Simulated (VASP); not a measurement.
Input of a VASP 6.6.1 run:

INCAR

```
SYSTEM = BP
ALGO = Normal
EDIFF = 1E-6
ENCUT = 500
GGA = PE
GGA_COMPAT = .FALSE.
ISIF = 2
ISMEAR = 0
LASPH = .TRUE.
LCHARG = .FALSE.
LREAL = .FALSE.
LWAVE = .FALSE.
NBANDS = 11
NELM = 120
PREC = Accurate
SIGMA = 0.02
```

The input KPOINTS:

```
k-points
0
G
  8 8 8
  0 0 0
```

The input POSCAR:

```
BP
1.0
    0.0000000000      2.2969143471      2.2688908745
    2.2969143471      0.0000000000      2.2688908745
    2.2969143471      2.2969143471      0.0000000000
B P
1 1
Direct
    0.0000000000      0.0000000000      0.0000000000
    0.2500000000      0.2500000000      0.2500000000
```

Potentials or basis: VASP PAW PBE potentials, release 64 (B, P).

The run is started by

```console
$ cat potpaw_PBE.64/B/POTCAR potpaw_PBE.64/P/POTCAR > POTCAR
$ mpirun -np 1 vasp_std > vasp.out
```

Task: Predict the pressure.

Result: -2.9 GPa.

Task: What does it give for the band gap on the k mesh?

Result: 1.12 eV, indirect (least direct gap 3.24 eV).

Stress tensor (GPa, compression positive):
```
-3.99  0.00  0.00
 0.00 -3.99  0.00
 0.00  0.00 -0.83
```

Caveat: the cell differs from its parent crystal (strained cell). A k mesh can miss the band edges.
